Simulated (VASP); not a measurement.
# WSe2 in VASP: a series of runs, part 2 of 2

VASP 6.6.1. The steps go on from the part before.

## (4) Single point, PBE+D3(BJ)

This run uses another cell than the first one: it holds 6 atoms, not 24.

File INCAR:

```
SYSTEM = WSe2
PREC     = Accurate       ! precision mode
ENCUT    = 520            ! plane-wave cutoff, eV
EDIFF    = 1E-7           ! SCF threshold, eV
ISMEAR   = 0              ! smearing method
SIGMA    = 0.02           ! smearing width, eV
LREAL    = .False.        ! projectors in reciprocal space
LASPH    = .True.         ! aspherical terms in the spheres
NELM     = 80             ! most SCF steps
ALGO     = Normal         ! electronic algorithm
ISIF     = 2              ! what is computed and relaxed
LWAVE    = .False.        ! write WAVECAR
LCHARG   = .True.         ! write CHGCAR
GGA      = PE             ! functional
IVDW     = 12             ! dispersion correction
LELF     = .True.         ! ELF
LVHAR    = .True.       
NBANDS   = 35             ! bands
```

File KPOINTS:

```
regular mesh
0
Gamma
  12 12 2
  0 0 0
```

File POSCAR:

```
WSe2
1.0
    3.1316109510      0.0000000000      0.0000000000
   -1.5658054755      2.7120546383      0.0000000000
    0.0000000000      0.0000000000     13.0207475256
W Se
2 4
Direct
    0.6666666667      0.3333333333      0.2499902346
    0.3333333333      0.6666666667      0.7500097654
    0.3333333333      0.6666666667      0.3837965523
    0.6666666667      0.3333333333      0.8838148638
    0.3333333333      0.6666666667      0.1161851362
    0.6666666667      0.3333333333      0.6162034477
```

Potentials or basis: VASP PAW PBE potentials, release 64 (W_sv, Se).

The run is started by

```console
cat potpaw_PBE.64/W_sv/POTCAR potpaw_PBE.64/Se/POTCAR > POTCAR
mpirun -np 1 vasp_std > vasp.out
```

OUTCAR:

```text
SYSTEM = WSe2
   PREC = Accurate
   ENCUT = 520
   EDIFF = 1E-7
   ISMEAR = 0
   LREAL = .False.
   LASPH = .True.
   NELM = 80
   ISIF = 2
   GGA = PE
   IVDW = 12
 IVDW          = 12

 ion  position               nearest neighbor table
   1  0.667  0.333  0.250-   5 2.51   5 2.51   5 2.51   3 2.51   3 2.51   3 2.51
   2  0.333  0.667  0.750-   4 2.51   4 2.51   4 2.51   6 2.51   6 2.51   6 2.51
   3  0.333  0.667  0.384-   1 2.51   1 2.51   1 2.51
   4  0.667  0.333  0.884-   2 2.51   2 2.51   2 2.51
   5  0.333  0.667  0.116-   1 2.51   1 2.51   1 2.51
   6  0.667  0.333  0.616-   2 2.51   2 2.51   2 2.51
[... 1124 lines left out ...]
  -------------------------------------------------------------------------------------
  Total       8.97863     8.97863     0.38037     0.00000     0.00000     0.00000
  in kB     130.08245   130.08245     5.51078     0.00000     0.00000     0.00000
  external pressure =       88.56 kB  Pullay stress =        0.00 kB

 VOLUME and BASIS-vectors are now :
 -----------------------------------------------------------------------------
  energy-cutoff  :      520.00
  volume of cell :      110.59
      direct lattice vectors                 reciprocal lattice vectors
     3.131610951  0.000000000  0.000000000     0.319324468  0.184362067  0.000000000
    -1.565805475  2.712054638  0.000000000     0.000000000  0.368724135  0.000000000
     0.000000000  0.000000000 13.020747526     0.000000000  0.000000000  0.076800506

 POSITION                                       TOTAL-FORCE (eV/Angst)
 -----------------------------------------------------------------------------------
      1.56581      0.90402      3.25506        -0.000000      0.000000      0.000312
     -0.00000      1.80804      9.76569         0.000000      0.000000     -0.000312
     -0.00000      1.80804      4.99732         0.000000     -0.000000      0.055696
      1.56581      0.90402     11.50793         0.000000      0.000000      0.055697
     -0.00000      1.80804      1.51282        -0.000000     -0.000000     -0.055697
      1.56581      0.90402      8.02343        -0.000000      0.000000     -0.055696
 -----------------------------------------------------------------------------------
    total drift:                                0.000000     -0.000000     -0.000000

  FREE ENERGIE OF THE ION-ELECTRON SYSTEM (eV)
  ---------------------------------------------------
  free  energy   TOTEN  =       -45.5300455009 eV

  energy  without entropy=      -45.5300455009  energy(sigma->0) =      -45.53004550
```

OSZICAR:

```text
N       E                     dE             d eps       ncg     rms          rms(c)
DAV:   1     0.512551010050E+03    0.51255E+03   -0.28055E+04  2900   0.147E+03
DAV:   2    -0.111505253728E+02   -0.52370E+03   -0.50601E+03  3005   0.404E+02
DAV:   3    -0.433943261904E+02   -0.32244E+02   -0.31555E+02  3249   0.935E+01
DAV:   4    -0.441055927510E+02   -0.71127E+00   -0.70643E+00  3142   0.138E+01
DAV:   5    -0.441139825260E+02   -0.83898E-02   -0.83813E-02  3212   0.165E+00    0.331E+01
DAV:   6    -0.428246824979E+02    0.12893E+01   -0.43563E+00  3035   0.139E+01    0.125E+01
DAV:   7    -0.426554514652E+02    0.16923E+00   -0.28666E+00  2855   0.755E+00    0.556E+00
DAV:   8    -0.424531429118E+02    0.20231E+00   -0.52275E-01  2904   0.463E+00    0.143E+00
DAV:   9    -0.424570055828E+02   -0.38627E-02   -0.66413E-02  3112   0.122E+00    0.111E+00
DAV:  10    -0.424544755902E+02    0.25300E-02   -0.16622E-02  2934   0.870E-01    0.152E-01
DAV:  11    -0.424544414440E+02    0.34146E-04   -0.18515E-03  2899   0.278E-01    0.191E-01
DAV:  12    -0.424544032607E+02    0.38183E-04   -0.69782E-05  3138   0.508E-02    0.118E-01
DAV:  13    -0.424543976658E+02    0.55950E-05   -0.82554E-05  2985   0.557E-02    0.106E-02
DAV:  14    -0.424543974790E+02    0.18684E-06   -0.50976E-06  3077   0.128E-02    0.812E-03
DAV:  15    -0.424543974952E+02   -0.16257E-07   -0.35187E-07  2710   0.350E-03
   1 F= -.45530046E+02 E0= -.45530046E+02  d E =-.226998E-14
```

It took 70 s on 1 thread of Intel Xeon 6975P-C (Granite Rapids), shared host; peak memory 0.3 GiB.

What came out:

```
Free energy                : -45.5300 eV
Pressure                   : 8.9 GPa
Largest force              : 0.056 eV/Å
Band gap on the k mesh     : 0.79 eV, indirect (least direct gap 1.50 eV)
Dispersion energy per atom : -0.513 eV
```

Forces in eV/Å, atoms in the order of the input:
```
W    0.000  0.000  0.000
W    0.000  0.000  0.000
Se   0.000  0.000  0.056
Se   0.000  0.000  0.056
Se   0.000  0.000 -0.056
Se   0.000  0.000 -0.056
```

Levels at points of the mesh, in eV from the valence-band top:
| k point | band 24 | band 25 | band 26 | band 27 | band 28 | band 29 |
| --- | --- | --- | --- | --- | --- | --- |
| (0.00, 0.00, 0.00) | -0.77 | -0.77 | -0.24 | 3.25 | 3.25 | 3.29 |
| (0.50, 0.00, 0.00) | -1.34 | -0.74 | -0.41 | 2.42 | 3.05 | 3.08 |
| (0.00, 0.00, 0.50) | -0.80 | -0.52 | -0.52 | 3.27 | 3.27 | 3.27 |
| (0.50, 0.00, 0.50) | -1.35 | -0.57 | -0.57 | 2.78 | 2.78 | 3.06 |

Caveat: spin-orbit coupling is left out, which moves the levels of the heavy elements.

## (5) Single point, PBE+D3(BJ) (biaxial strain in the a-b plane: -4.5 %)

File INCAR:

```
PREC = Accurate
ENCUT = 520
EDIFF = 1E-7
ISMEAR = 0
SIGMA = 0.02
LREAL = F
LASPH = T
NELM = 80
ALGO = Normal
ISIF = 2
LWAVE = F
LCHARG = F
GGA = PE
IVDW = 12
NBANDS = 35
```

File KPOINTS:

```
regular mesh
0
Gamma
  12 12 2
```

File POSCAR:

```
WSe2
1.0
    3.1316109510      0.0000000000      0.0000000000
   -1.5658054755      2.7120546383      0.0000000000
    0.0000000000      0.0000000000     13.1336822640
W Se
2 4
Direct
    0.6666666667      0.3333333333      0.2499612159
    0.3333333333      0.6666666667      0.7500387841
    0.3333333333      0.6666666667      0.3830594470
    0.6666666667      0.3333333333      0.8831361514
    0.3333333333      0.6666666667      0.1168638486
    0.6666666667      0.3333333333      0.6169405530
```

The run is started by

```console
cat potpaw_PBE.64/W_sv/POTCAR potpaw_PBE.64/Se/POTCAR > POTCAR
mpirun -np 1 vasp_std > vasp.out
```

It took 66 s on 1 thread of Intel Xeon 6975P-C (Granite Rapids), shared host; peak memory 0.3 GiB.

The run converged. Its results:

```yaml
Free_energy: -45.5289 eV
Pressure: 8.1 GPa
Largest_force: 0.024 eV/Å
Band_gap_on_the_k_mesh: 0.79 eV, indirect (least direct gap 1.48 eV)
Dispersion_energy_per_atom: -0.508 eV
```

Forces on the atoms (eV/Å):
```
W    0.000  0.000  0.000
W    0.000  0.000  0.000
Se   0.000  0.000 -0.023
Se   0.000  0.000 -0.024
Se   0.000  0.000  0.024
Se   0.000  0.000  0.023
```

Stress tensor (GPa, compression positive):
```
12.50  0.00  0.00
 0.00 12.50  0.00
 0.00  0.00 -0.79
```

Levels at points of the mesh, in eV from the valence-band top:
```
           k point  band 24  band 25  band 26  band 27  band 28  band 29
(0.00, 0.00, 0.00)    -0.74    -0.74    -0.30     3.26     3.26     3.30
(0.50, 0.00, 0.00)    -1.33    -0.69    -0.39     2.42     3.07     3.09
(0.00, 0.00, 0.50)    -0.76    -0.58    -0.58     3.28     3.28     3.28
(0.50, 0.00, 0.50)    -1.34    -0.55    -0.54     2.76     2.77     3.08
```

Caveat: the cell differs from its parent crystal (biaxial strain in the a-b plane: -4.5 %); spin-orbit coupling is left out, which moves the levels of the heavy elements. A k mesh can miss the band edges.

## (6) Summary

```csv
cell,k mesh,smearing,gap on the mesh (eV),pressure (GPa),largest force (eV/Å)
"a = 6.558, b = 6.558, c = 12.793 Å, angles 90.0, 90.0, 120.0°, 24 atoms","3 × 3 × 2, shifted",gaussian 0.01 eV,1.07,0.3,0.06
"a = 3.132, b = 3.132, c = 13.021 Å, angles 90.0, 90.0, 120.0°, 6 atoms",12 × 12 × 2,gaussian 0.02 eV,0.79,8.9,0.06
"a = 3.132, b = 3.132, c = 13.134 Å, angles 90.0, 90.0, 120.0°, 6 atoms",12 × 12 × 2,gaussian 0.02 eV,0.79,8.1,0.02
```

Alike in all rows: task single point; level PBE+D3(BJ); potentials or basis VASP PAW PBE potentials, release 64 (W_sv, Se); no spin polarisation; cutoff (eV) 520.

Caveats: spin-orbit coupling is left out, which moves the levels of the heavy elements.

Total energies depend on the potentials used, so only differences within one code and one set of settings carry meaning.
